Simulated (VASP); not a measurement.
Here is a VASP 6.6.1 calculation.

INCAR

```
PREC = Accurate
ENCUT = 520
EDIFF = 1E-7
ISMEAR = -1
SIGMA = 0.05
LREAL = False
LASPH = True
NELM = 150
ALGO = Normal
ISIF = 2
LWAVE = False
LCHARG = False
ISPIN = 2
MAGMOM = 1 1 1 0
LORBIT = 11
LMAXMIX = 4
GGA = CA
NBANDS = 28
```

The input KPOINTS:

```
Automatic mesh
0
Gamma
  8 8 8
```

File POSCAR:

```
AlNi3
1.0
    3.4806581690      0.0000000000      0.0000000000
    0.0000000000      3.4806581690      0.0000000000
    0.0000000000      0.0000000000      3.4806581690
Ni Al
3 1
Direct
    0.5000000000      0.5000000000      0.0000000000
    0.5000000000      0.0000000000      0.5000000000
    0.0000000000      0.5000000000      0.5000000000
    0.0000000000      0.0000000000      0.0000000000
```

Potentials or basis: VASP PAW LDA potentials, release 64 (Ni, Al).

Command:

```console
$ cat potpaw_LDA.64/Ni/POTCAR potpaw_LDA.64/Al/POTCAR > POTCAR
$ mpirun -np 1 vasp_std > vasp.out
```

(1) What does it give for the net moment?

(2) Estimate the pressure.

## Answers

(1) 0.28 μB per cell.

(2) 0.2 GPa.
